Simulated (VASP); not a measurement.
# Al (P6_3/mmc) in VASP: a series of runs, part 2 of 2

VASP 6.6.1. The steps go on from the part before.

**3. Single point, BLYP (16.11 Å³/atom)**

This run uses another cell than the first one, of 16.11 Å³/atom.

INCAR

```
AGGAC = 1.0
AGGAX = 1.0
ALDAC = 0.0
ALDAX = 1.0
ALGO = Normal
EDIFF = 1E-6
ENCUT = 520
GGA = B5
ISIF = 2
ISMEAR = -1
LASPH = True
LCHARG = False
LREAL = False
LWAVE = False
NBANDS = 14
NELM = 80
PREC = Accurate
SIGMA = 0.1
```

KPOINTS

```
k-points
0
Gamma
  14 14 4
```

POSCAR

```
Al
1.0
    2.8035143685      0.0000000000      0.0000000000
   -1.4017571842      2.4279146630      0.0000000000
    0.0000000000      0.0000000000      9.4663119128
Al
4
Direct
    0.0000000000      1.0000000000      1.0000000000
    0.0000000000      1.0000000000      0.5000000000
    0.3333333333      0.6666666667      0.2500000000
    0.6666666667      0.3333333333      0.7500000000
```

Potentials or basis: VASP PAW PBE potentials, release 64 (Al).

Command:

```console
$ cat potpaw_PBE.64/Al/POTCAR > POTCAR
$ mpirun -np 1 vasp_std > vasp.out
```

OUTCAR:

```text
EDIFF = 1E-6
   ENCUT = 520
   GGA = B5
   ISIF = 2
   ISMEAR = -1
   LASPH = True
   LREAL = False
   NELM = 80
   PREC = Accurate

 ion  position               nearest neighbor table
   1  0.000  0.000  0.000-   3 2.87   4 2.87   3 2.87   4 2.87   4 2.87   3 2.87
   2  0.000  0.000  0.500-   3 2.87   4 2.87   3 2.87   4 2.87   4 2.87   3 2.87
   3  0.333  0.667  0.250-   1 2.87   2 2.87   1 2.87   2 2.87   1 2.87   2 2.87
   4  0.667  0.333  0.750-   1 2.87   2 2.87   1 2.87   2 2.87   1 2.87   2 2.87

  LATTYP: Found a hexagonal cell.
 ALAT       =     2.8035143685
 C/A-ratio  =     3.3765876213

  Lattice vectors:

 A1 = (   2.8035143685,   0.0000000000,   0.0000000000)
 A2 = (  -1.4017571842,   2.4279146630,   0.0000000000)
 A3 = (   0.0000000000,   0.0000000000,   9.4663119128)

Analysis of symmetry for initial positions (statically):
=====================================================================
 Subroutine PRICEL returns:
 Original cell was already a primitive cell.

 Routine SETGRP: Setting up the symmetry group for a
 hexagonal supercell.

 Subroutine GETGRP returns: Found 24 space group operations
 (whereof 12 operations were pure point group operations)
 out of a pool of 24 trial point group operations.

The static configuration has the point symmetry D_3d.
 The point group associated with its full space group is D_6h.

Analysis of symmetry for dynamics (positions and initial velocities):
=====================================================================
 Subroutine PRICEL returns:
 Original cell was already a primitive cell.

 Routine SETGRP: Setting up the symmetry group for a
 hexagonal supercell.

 Subroutine GETGRP returns: Found 24 space group operations
 (whereof 12 operations were pure point group operations)
 out of a pool of 24 trial point group operations.

The dynamic configuration has the point symmetry D_3d.
 The point group associated with its full space group is D_6h.

 Subroutine INISYM returns: Found 24 space group operations
 (whereof 12 operations are pure point group operations),
 and found     1 'primitive' translations

----------------------------------------------------------------------------------------

                                     Primitive cell

  volume of cell :      64.4343

  direct lattice vectors                    reciprocal lattice vectors
     2.803514369  0.000000000  0.000000000     0.356695158  0.205938045  0.000000000
    -1.401757184  2.427914663  0.000000000     0.000000000  0.411876091  0.000000000
     0.000000000  0.000000000  9.466311913     0.000000000  0.000000000  0.105637761

  length of vectors
     2.803514369  2.803514368  9.466311913     0.411876091  0.411876091  0.105637761

  position of ions in fractional coordinates (direct lattice)
     0.000000000  0.000000000  0.000000000
     0.000000000  0.000000000  0.500000000
     0.333333333  0.666666667  0.250000000
     0.666666667  0.333333333  0.750000000

  ion indices of the primitive-cell ions
   primitive index   ion index
                 1           1
                 2           2
                 3           3
                 4           4

----------------------------------------------------------------------------------------

 KPOINTS: k-points

[... 53 lines left out ...]
   dimension x,y,z NGXF=    48 NGYF=   48 NGZF=  140
   ions per type =               4
   NGX,Y,Z   is equivalent  to a cutoff of  14.23, 14.23, 12.29 a.u.
   NGXF,Y,Z  is equivalent  to a cutoff of  28.46, 28.46, 24.59 a.u.
 SYSTEM =  unknown system
   PREC   = accura    normal or accurate (medium, high low for compatibility)
   ISTART =      0    job   : 0-new  1-cont  2-samecut
   ICHARG =      2    charge: 1-file 2-atom 10-const
   ISPIN  =      1    spin polarized calculation?
   LNONCOLLINEAR =      F non collinear calculations
   LSORBIT =      F    spin-orbit coupling
   LASPH  =      T    aspherical Exc in radial PAW
   ENCUT  =  520.0 eV  38.22 Ry    6.18 a.u.   5.21  5.21 17.60*2*pi/ulx,y,z
   NELM   =     80;   NELMIN=  2; NELMDL= -5     # of ELM steps
   EDIFF  = 0.1E-05   stopping-criterion for ELM
   LREAL  =      F    real-space projection
   EDIFFG = 0.1E-04   stopping-criterion for IOM
   NSW    =      0    number of steps for IOM
   IBRION =     -1    ionic relax: 0-MD 1-quasi-New 2-CG
   NFREE  =      0    steps in history (QN), initial steepest desc. (CG)
   ISIF   =      2    stress and relaxation
   ISYM   =      2    0-nonsym 1-usesym 2-fastsym
   POTIM  = 0.5000    time-step for ionic-motion
   TEBEG  =    0.0;   TEEND  =   0.0 temperature during run
   PSTRESS=    0.0 pullay stress
   NELECT =      12.0000    total number of electrons
   NUPDOWN=      -1.0000    fix difference up-down
   EMIN   =  10.00;   EMAX   =-10.00  energy-range for DOS
   EFERMI =   0.00;   METHOD = LEGACY
   ISMEAR =    -1;   SIGMA  =   0.10  broadening in eV -4-tet -1-fermi 0-gaus
   EFERMI_NEDOS =   21; number of points for ismear=-14 and -15
   IALGO  =     38    algorithm
   IMIX   =      4    mixing-type and parameters
     AMIX     =   0.40;   BMIX     =  1.00
     AMIX_MAG =   1.60;   BMIX_MAG =  1.00
  volume/ion in A,a.u.               =      16.11       108.71
  Fermi-wavevector in a.u.,A,eV,Ry     =   0.934895  1.766696 11.891886  0.874029
  Thomas-Fermi vector in A             =   2.061747
   LORBIT       =      0    0 simple, 1 ext, 2 COOP (PROOUT), +10 PAW based schemes
   GGA     = B5    functional components
   LHFCALC =     F    Hartree Fock is set to
   AEXX    =    0.0000 exact exchange contribution
   IVDW    =     0    specifies the selected vdW correction
   LEPSILON=     F    determine dielectric tensor
   LRPA    =     F    only Hartree local field effects (RPA)
 non-spin polarized calculation
  energy-cutoff  :      520.00
  volume of cell :       64.43
 maximum number of plane-waves:      1756
 NGX is ok and might be reduce to    24
   NGX = 11   NGY = 11   NGZ = 35

 number of electron      12.0000000 magnetization

 Free energy of the ion-electron system (eV)
  ---------------------------------------------------
  ext. energy  EPLUGINS =         0.00000000
  ---------------------------------------------------
  free energy    TOTEN  =       -10.69774866 eV

  energy without entropy =      -10.64604243  energy(sigma->0) =      -10.67189554

 E-fermi :   8.7535     XC(G=0):  -9.7586

 val. band max:        8.7338529714   @ k =   0.3571   0.1429   0.0000
 cond. band min:       8.7544544361   @ k =   0.2857   0.2143   0.0000
 fundamental gap:      0.0206014647
 Fermi energy:         8.7534878972

 k-point     1 :       0.0000    0.0000    0.0000
  band No.  band energies     occupation
      1      -2.5542      2.00000
      2      -0.9190      2.00000
      3      -0.9113      2.00000
      4       3.8281      2.00000
      5       3.9614      2.00000
      6      11.5790      0.00000
      7      11.5972      0.00000
      8      19.9999      0.00000
      9      19.9999      0.00000
     10      20.1678      0.00000
     11      20.1678      0.00000
     12      20.5808      0.00000
     13      21.0924      0.00000
     14      21.0936      0.00000
[... 377 lines left out ...]
      1       4.9735      2.00000
      2       5.0702      2.00000
      3       6.1663      2.00000
      4       6.2902      2.00000
      5       6.6861      2.00000
      6       6.7825      2.00000
      7       6.9652      2.00000
      8       8.3506      1.96504
      9       8.4381      1.91809
     10      10.9380      0.00000
     11      11.3779      0.00000
     12      11.6237      0.00000
     13      11.7546      0.00000
     14      13.0436      0.00000

 [... further k-points ...]

------------------------ aborting loop because EDIFF is reached ----------------------------------------

  FORCE on cell =-STRESS in cart. coord.  units (eV):
  Direction    XX          YY          ZZ          XY          YZ          ZX
  --------------------------------------------------------------------------------------
  -------------------------------------------------------------------------------------
  Total        2.3984934      2.3984934      2.3206224      0.0000000      0.0000000     -0.0000000
  in kB       59.6392403     59.6392403     57.7029553      0.0000000      0.0000000     -0.0000000
  external PRESSURE =      58.9938120 kB  Pullay stress =       0.0000000 kB

 VOLUME and BASIS-vectors are now :
 -----------------------------------------------------------------------------
  energy-cutoff  :      520.00
  volume of cell :       64.43
      direct lattice vectors                 reciprocal lattice vectors
     2.803514369  0.000000000  0.000000000     0.356695158  0.205938045  0.000000000
    -1.401757184  2.427914663  0.000000000     0.000000000  0.411876091  0.000000000
     0.000000000  0.000000000  9.466311913     0.000000000  0.000000000  0.105637761

 POSITION                                       TOTAL-FORCE (eV/Angst)
 -----------------------------------------------------------------------------------
      0.00000      0.00000      0.00000        -0.000000      0.000000      0.000000
      0.00000      0.00000      4.73316        -0.000000      0.000000      0.000000
     -0.00000      1.61861      2.36658        -0.000000     -0.000000     -0.000000
      1.40176      0.80930      7.09973         0.000000      0.000000     -0.000000
 -----------------------------------------------------------------------------------
    total drift:                               -0.000000      0.000000      0.000000

  FREE ENERGIE OF THE ION-ELECTRON SYSTEM (eV)
  ---------------------------------------------------
  free  energy   TOTEN  =       -10.6977486567 eV

  energy  without entropy=      -10.6460424256  energy(sigma->0) =      -10.67189554
```

stdout:

```text
POSCAR found type information on POSCAR Al
 POSCAR found :  1 types and       4 ions
 scaLAPACK will be used
 -----------------------------------------------------------------------------
|                                                                             |
|                                                                             |
|     You enforced a specific xc type in the INCAR file but a different       |
|     I HOPE YOU KNOW WHAT YOU ARE DOING!                                     |
|                                                                             |
 -----------------------------------------------------------------------------

 LDA part: xc-table for (Slater(with rela. corr.)+VWN5), standard interpolation
 POSCAR, INCAR and KPOINTS ok, starting setup
 FFT: planning ... GRIDC
 FFT: planning ... GRID_SOFT
 FFT: planning ... GRID
 WAVECAR not read
 entering main loop
```

Run time: 75 s. Hardware: 1 thread of Intel Xeon 8259CL, shared host; peak memory 0.21 GiB.

Results:

```
Free energy            : -10.6977 eV
Pressure               : 5.9 GPa
Band gap on the k mesh : zero (bands 6 and 7 overlap by 5.23 eV)
```

Caveat: the cell stands under pressure; the PAW data sets were made with another functional, which shifts forces and pressure a little.

**4. Single point, BLYP (16.81 Å³/atom)**

This run uses another cell than the first one, of 16.81 Å³/atom.

INCAR

```
PREC = Accurate ; ENCUT = 520
EDIFF = 1E-6 ; ISMEAR = -1
SIGMA = 0.1 ; LREAL = False
LASPH = True ; NELM = 60
ALGO = Normal ; ISIF = 2
LWAVE = False ; LCHARG = True
GGA = B5 ; ALDAX = 1.0
AGGAX = 1.0 ; AGGAC = 1.0
ALDAC = 0.0 ; LELF = True
LVHAR = True ; NBANDS = 14
```

KPOINTS

```
regular mesh
0
Gamma
  14 14 4
```

POSCAR

```
Al
1.0
    2.8435699855      0.0000000000      0.0000000000
   -1.4217849927      2.4626038448      0.0000000000
    0.0000000000      0.0000000000      9.6015632133
Al
4
Direct
    0.0000000000      1.0000000000      1.0000000000
    0.0000000000      1.0000000000      0.5000000000
    0.3333333333      0.6666666667      0.2500000000
    0.6666666667      0.3333333333      0.7500000000
```

Command:

```console
$ cat potpaw_PBE.64/Al/POTCAR > POTCAR
$ mpirun -np 1 vasp_std > vasp.out
```

It took 86 s on 1 thread of Intel Xeon 8259CL, shared host; peak memory 0.21 GiB.

The run converged. Its results:

| Item | Value |
| --- | --- |
| Free energy | -10.7714 eV |
| Pressure | 2.7 GPa |
| Band gap on the k mesh | zero (bands 6 and 7 overlap by 5.13 eV) |

Stress tensor (GPa, compression positive):
```
2.56 0.00 0.00
0.00 2.56 0.00
0.00 0.00 2.86
```

Levels at points of the mesh, in eV from the Fermi level:
| k point | band 2 | band 3 | band 4 | band 5 | band 6 | band 7 | band 8 | band 9 | band 10 | band 11 |
| --- | --- | --- | --- | --- | --- | --- | --- | --- | --- | --- |
| (0.00, 0.00, 0.00) | -9.42 | -9.42 | -4.86 | -4.61 | 2.76 | 2.77 | 10.88 | 10.88 | 11.11 | 11.11 |
| (0.50, 0.00, 0.00) | -4.99 | -3.81 | -3.72 | -3.31 | -3.18 | 0.85 | 0.87 | 1.21 | 1.37 | 5.81 |
| (0.00, 0.00, 0.50) | -10.61 | -7.45 | -7.45 | -1.31 | -1.31 | 7.39 | 7.39 | 11.17 | 11.17 | 11.17 |
| (0.50, 0.00, 0.50) | -4.74 | -4.60 | -4.60 | -1.89 | -1.89 | -1.23 | -1.23 | 4.13 | 4.13 | 4.49 |

Caveat: the PAW data sets were made with another functional, which shifts forces and pressure a little.

**5. Single point, BLYP (17.51 Å³/atom)**

This run uses another cell than the first one, of 17.51 Å³/atom.

INCAR

```
SYSTEM = Al
PREC     = Accurate       ! precision mode
ENCUT    = 520            ! plane-wave cutoff, eV
EDIFF    = 1E-6           ! SCF threshold, eV
ISMEAR   = -1             ! smearing method
SIGMA    = 0.1            ! smearing width, eV
LREAL    = .FALSE.        ! projectors in reciprocal space
LASPH    = .TRUE.         ! aspherical terms in the spheres
NELM     = 100            ! most SCF steps
ALGO     = Normal         ! electronic algorithm
ISIF     = 2              ! what is computed and relaxed
LWAVE    = .FALSE.        ! write WAVECAR
LCHARG   = .FALSE.        ! write CHGCAR
GGA      = B5             ! functional
ALDAX    = 1.0          
AGGAX    = 1.0          
AGGAC    = 1.0          
ALDAC    = 0.0          
NBANDS   = 14             ! bands
```

KPOINTS

```
regular mesh
0
G
  14 14 4
  0 0 0
```

POSCAR

```
Al
1.0
    2.8825278400      0.0000000000      0.0000000000
   -1.4412639200      2.4963423366      0.0000000000
    0.0000000000      0.0000000000      9.7331078227
Al
4
Direct
    0.0000000000      1.0000000000      1.0000000000
    0.0000000000      1.0000000000      0.5000000000
    0.3333333333      0.6666666667      0.2500000000
    0.6666666667      0.3333333333      0.7500000000
```

Command:

```console
$ cat potpaw_PBE.64/Al/POTCAR > POTCAR
$ mpirun -np 1 vasp_std > vasp.out
```

Run time: 89 s. Hardware: 1 thread of Intel Xeon 8259CL, shared host; peak memory 0.21 GiB.

The run converged. Its results:

| Item | Value |
| --- | --- |
| Free energy | -10.7951 eV |
| Pressure | 0.1 GPa |
| Band gap on the k mesh | zero (bands 6 and 7 overlap by 5.01 eV) |

Stress tensor (GPa, compression positive):
```
-0.08  0.00  0.00
 0.00 -0.08  0.00
 0.00  0.00  0.59
```

Levels at points of the mesh, in eV from the Fermi level:
| k point | band 4 | band 5 | band 6 | band 7 | band 8 | band 9 |
| --- | --- | --- | --- | --- | --- | --- |
| (0.00, 0.00, 0.00) | -4.80 | -4.43 | 2.69 | 2.71 | 10.54 | 10.54 |
| (0.50, 0.00, 0.00) | -3.58 | -3.28 | -3.12 | 0.79 | 0.88 | 1.09 |
| (0.00, 0.00, 0.50) | -7.27 | -1.28 | -1.28 | 7.21 | 7.21 | 10.81 |
| (0.50, 0.00, 0.50) | -4.46 | -1.84 | -1.84 | -1.22 | -1.22 | 4.00 |

Caveat: the PAW data sets were made with another functional, which shifts forces and pressure a little.

**6. Overview**

```tsv
cell	gap on the mesh (eV)	pressure (GPa)
a = 2.762, b = 2.762, c = 9.327 Å, angles 90.0, 90.0, 120.0°, 4 atoms	none	10.0
a = 2.804, b = 2.804, c = 9.466 Å, angles 90.0, 90.0, 120.0°, 4 atoms	none	5.9
a = 2.844, b = 2.844, c = 9.602 Å, angles 90.0, 90.0, 120.0°, 4 atoms	none	2.7
a = 2.883, b = 2.883, c = 9.733 Å, angles 90.0, 90.0, 120.0°, 4 atoms	none	0.1
```

Alike in all rows: task single point; level BLYP; potentials or basis VASP PAW PBE potentials, release 64 (Al); no spin polarisation; k mesh 14 × 14 × 4; cutoff (eV) 520; smearing fermi-dirac 0.1 eV.

Caveats: the PAW data sets were made with another functional, which shifts forces and pressure a little; the cell stands under pressure (at least some runs).

Total energies depend on the potentials used, so only differences within one code and one set of settings carry meaning.
